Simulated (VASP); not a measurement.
# Mg3Zn5O8 (P1) in VASP: a series of runs, part 2 of 2

VASP 6.6.1. Earlier steps stand in the parts before.

### 3 Single point, PBEsol

File INCAR:

```
ALGO     = Normal         # electronic algorithm
EDIFF    = 1E-6           # SCF threshold, eV
ENCUT    = 700            # plane-wave cutoff, eV
GGA      = PS             # functional
GGA_COMPAT= False        
ISIF     = 2              # what is computed and relaxed
ISMEAR   = -1             # smearing method
ISYM     = -1           
KPAR     = 1            
LASPH    = True           # aspherical terms in the spheres
LCHARG   = False          # write CHGCAR
LREAL    = Auto         
LWAVE    = False          # write WAVECAR
NBANDS   = 396            # bands
NELM     = 120            # most SCF steps
PREC     = Accurate       # precision mode
SIGMA    = 0.05           # smearing width, eV
```

File KPOINTS:

```
explicit points
1
Reciprocal
  0.25000000   0.25000000   0.25000000 1
```

File POSCAR:

```
Mg3Zn5O8
1.0
    9.7487791420      0.0000000000      0.0000000000
    0.0000000000     11.2557763774      0.0000000000
    0.0000000000      0.0000000000     10.3391083171
Mg Zn O
18 30 48
Direct
    0.1665660000      0.0837500000      0.2454940000
    0.4985420000      0.0835710000      0.7453690000
    0.1665240000      0.5822870000      0.7480900000
    0.6653510000      0.3322180000      0.2486670000
    0.8351650000      0.5837510000      0.2478210000
    0.1665710000      0.4139490000      0.4959210000
    0.1666840000      0.4146920000      0.9986980000
    0.0027840000      0.6671620000      0.9962500000
    0.6657730000      0.1658260000      0.9960820000
    0.4999860000      0.4171550000      0.9949080000
    0.3328730000      0.6672130000      0.4967190000
    0.3318870000      0.6665460000      0.9982740000
    0.8332920000      0.4164440000      0.5003040000
    0.8327890000      0.4158810000      0.9968930000
    0.6667900000      0.6661290000      0.4968470000
    0.4978810000      0.9169410000      0.9965360000
    0.8329480000      0.9178480000      0.4971700000
    0.8353910000      0.9162630000      0.9978690000
    0.1660660000      0.0836530000      0.7485200000
    0.9969780000      0.3331880000      0.2481380000
    0.0007690000      0.3325050000      0.7491030000
    0.5009840000      0.0830930000      0.2493110000
    0.3351430000      0.3336720000      0.2473080000
    0.3309520000      0.3323340000      0.7480610000
    0.1655640000      0.5837030000      0.2509210000
    0.0017980000      0.8320560000      0.2487360000
    0.9995460000      0.8342060000      0.7478390000
    0.8317990000      0.0838160000      0.2476230000
    0.8338010000      0.0834320000      0.7487970000
    0.6673110000      0.3336980000      0.7507410000
    0.4990140000      0.5818920000      0.2490250000
    0.4999380000      0.5852740000      0.7490300000
    0.3332510000      0.8338320000      0.2483240000
    0.3329810000      0.8321210000      0.7479540000
    0.8315530000      0.5846570000      0.7516580000
    0.6651240000      0.8341980000      0.2489860000
    0.6667560000      0.8322030000      0.7499560000
    0.9998560000      0.1668000000      0.4966590000
    0.9983130000      0.1669090000      0.9968590000
    0.3319960000      0.1662450000      0.4970900000
    0.3363520000      0.1665670000      0.9968130000
    0.9981840000      0.6660780000      0.4988560000
    0.6674930000      0.1688920000      0.4991990000
    0.5001440000      0.4158550000      0.4992140000
    0.1669280000      0.9174080000      0.4974160000
    0.1667570000      0.9160060000      0.9964730000
    0.6655530000      0.6677320000      0.9988820000
    0.5005000000      0.9157010000      0.4983230000
    0.9991250000      0.1666690000      0.1888080000
    0.9997620000      0.1663420000      0.6887490000
    0.3343830000      0.1665450000      0.1890040000
    0.3319300000      0.1665120000      0.6883490000
    0.1660480000      0.4163140000      0.1908970000
    0.1659660000      0.4163510000      0.6876470000
    0.0008520000      0.6665240000      0.1875950000
    0.9992770000      0.6665350000      0.6917070000
    0.6658100000      0.1664100000      0.1875470000
    0.6666400000      0.1672330000      0.6910680000
    0.5004870000      0.4166140000      0.1865580000
    0.4995850000      0.4167990000      0.6918870000
    0.3326760000      0.6664200000      0.1904420000
    0.3323190000      0.6660290000      0.6883830000
    0.1668010000      0.9167320000      0.1886510000
    0.1667460000      0.9170320000      0.6891320000
    0.8312130000      0.4170530000      0.1889860000
    0.8335330000      0.4175010000      0.6918710000
    0.6663890000      0.6666320000      0.1918210000
    0.6666280000      0.6665930000      0.6883440000
    0.4994210000      0.9171000000      0.1880120000
    0.4999780000      0.9159780000      0.6906160000
    0.8338880000      0.9161000000      0.1900460000
    0.8325600000      0.9168350000      0.6889130000
    0.1659860000      0.0833550000      0.4367690000
    0.1669060000      0.0838710000      0.9406290000
    0.9986440000      0.3331770000      0.4398000000
    0.9997460000      0.3334300000      0.9400630000
    0.5007130000      0.0833460000      0.4415830000
    0.5005780000      0.0823600000      0.9361900000
    0.3343750000      0.3326680000      0.4388600000
    0.3333000000      0.3332390000      0.9394720000
    0.1659740000      0.5822940000      0.4427020000
    0.1673330000      0.5811420000      0.9389960000
    0.9997940000      0.8331600000      0.4403860000
    0.0005350000      0.8332220000      0.9390310000
    0.8325830000      0.0841600000      0.4392500000
    0.8326630000      0.0824710000      0.9398710000
    0.6669370000      0.3343730000      0.4394960000
    0.6663320000      0.3327950000      0.9421400000
    0.4994220000      0.5827990000      0.4406370000
    0.4992220000      0.5843980000      0.9403000000
    0.3334400000      0.8339540000      0.4395100000
    0.3326980000      0.8324120000      0.9394280000
    0.8327690000      0.5823190000      0.4388970000
    0.8336960000      0.5839270000      0.9433840000
    0.6669930000      0.8330950000      0.4403000000
    0.6667180000      0.8344710000      0.9412160000
```

Potentials or basis: VASP PAW PBE potentials, release 64 (Mg, Zn, O).

The run is started by

```
$ cat potpaw_PBE.64/Mg/POTCAR potpaw_PBE.64/Zn/POTCAR potpaw_PBE.64/O/POTCAR > POTCAR
$ mpirun -np 4 vasp_std > vasp.out
```

Wall time 10 min (4 MPI ranks of Intel Xeon Platinum 8259CL at 2.50GHz (Skylake/Cascade Lake), shared host); peak memory 0.65 GiB.

The run converged. Its results:

- Free energy: -512.9260 eV
- Pressure: 0.3 GPa
- Largest force: 0.082 eV/Å
- Band gap on the k mesh: 2.44 eV

Forces on the atoms (eV/Å):
```
Mg   0.000  0.001  0.001
Mg  -0.001  0.001  0.005
Mg   0.001 -0.003 -0.001
Mg  -0.001  0.002 -0.003
Mg   0.000 -0.004 -0.002
Mg   0.000  0.000  0.002
Mg   0.001  0.002  0.002
Mg   0.000 -0.001  0.002
Mg  -0.002  0.001  0.001
Mg   0.000 -0.002  0.003
Mg   0.001 -0.002  0.000
Mg   0.001 -0.003  0.003
Mg   0.000 -0.002  0.000
Mg   0.001  0.001  0.006
Mg  -0.001 -0.001  0.001
Mg   0.001  0.000  0.001
Mg  -0.001  0.000  0.000
Mg  -0.002  0.000  0.002
Zn   0.001 -0.002 -0.001
Zn   0.002  0.004 -0.003
Zn   0.006  0.008 -0.009
Zn  -0.004 -0.003 -0.003
Zn  -0.001  0.005 -0.005
Zn   0.002  0.002 -0.001
Zn   0.004 -0.005  0.001
Zn   0.000  0.001 -0.003
Zn  -0.001 -0.001 -0.005
Zn   0.002 -0.003 -0.006
Zn  -0.005 -0.005 -0.002
Zn   0.000  0.000  0.004
Zn   0.005  0.000 -0.003
Zn  -0.004 -0.006 -0.004
Zn   0.002 -0.001 -0.008
Zn  -0.003  0.001  0.000
Zn   0.003 -0.005  0.005
Zn   0.004  0.001 -0.006
Zn   0.001  0.004 -0.002
Zn   0.001 -0.005  0.003
Zn   0.002 -0.005  0.003
Zn  -0.001 -0.002 -0.001
Zn   0.000 -0.004  0.001
Zn   0.001 -0.003  0.000
Zn  -0.005 -0.003  0.001
Zn  -0.001  0.006  0.001
Zn  -0.002  0.000  0.003
Zn   0.000  0.005  0.003
Zn   0.005 -0.004  0.007
Zn   0.002  0.004  0.003
O    0.053 -0.027  0.022
O    0.000  0.004 -0.001
O   -0.053 -0.027  0.022
O    0.053 -0.028  0.021
O   -0.001 -0.004 -0.057
O    0.000  0.063 -0.045
O   -0.055 -0.028 -0.048
O    0.053 -0.029  0.022
O    0.000  0.068 -0.046
O   -0.054 -0.032  0.023
O    0.055 -0.033 -0.045
O   -0.002 -0.002  0.007
O   -0.001  0.007 -0.057
O   -0.058 -0.029 -0.047
O   -0.001  0.065  0.020
O    0.001 -0.001  0.001
O   -0.056  0.034 -0.021
O    0.003  0.000 -0.061
O    0.053 -0.029  0.024
O    0.001  0.006 -0.069
O   -0.001 -0.001 -0.065
O    0.001  0.059  0.022
O    0.001 -0.005 -0.058
O   -0.002  0.000 -0.064
O   -0.001  0.000 -0.058
O    0.001  0.002  0.000
O   -0.003  0.063  0.043
O   -0.001  0.064  0.044
O    0.001  0.000  0.000
O    0.057 -0.031 -0.022
O   -0.053  0.032  0.022
O    0.000  0.064  0.042
O    0.054 -0.031  0.046
O    0.002 -0.004 -0.002
O   -0.056  0.030  0.023
O   -0.055 -0.032  0.042
O   -0.003 -0.065  0.021
O   -0.056 -0.033  0.041
O    0.058  0.031 -0.046
O    0.000 -0.003  0.061
O   -0.001  0.067  0.040
O   -0.056 -0.030  0.040
O    0.000 -0.066  0.022
O    0.053 -0.034  0.042
O   -0.057 -0.030 -0.022
O    0.053 -0.030  0.041
O    0.057 -0.033  0.043
O    0.002  0.061  0.039
```

Levels at points of the mesh, in eV from the valence-band top:
```tsv
k point	band 338	band 339	band 340	band 341	band 342	band 343	band 344	band 345	band 346	band 347
(0.25, 0.25, 0.25)	-0.20	-0.18	-0.15	-0.03	0.00	2.44	3.51	3.67	3.82	4.41
```

Caveat: the PAW data sets were made with another functional, which shifts forces and pressure a little; a shifted mesh leaves out Γ, where band edges can lie.
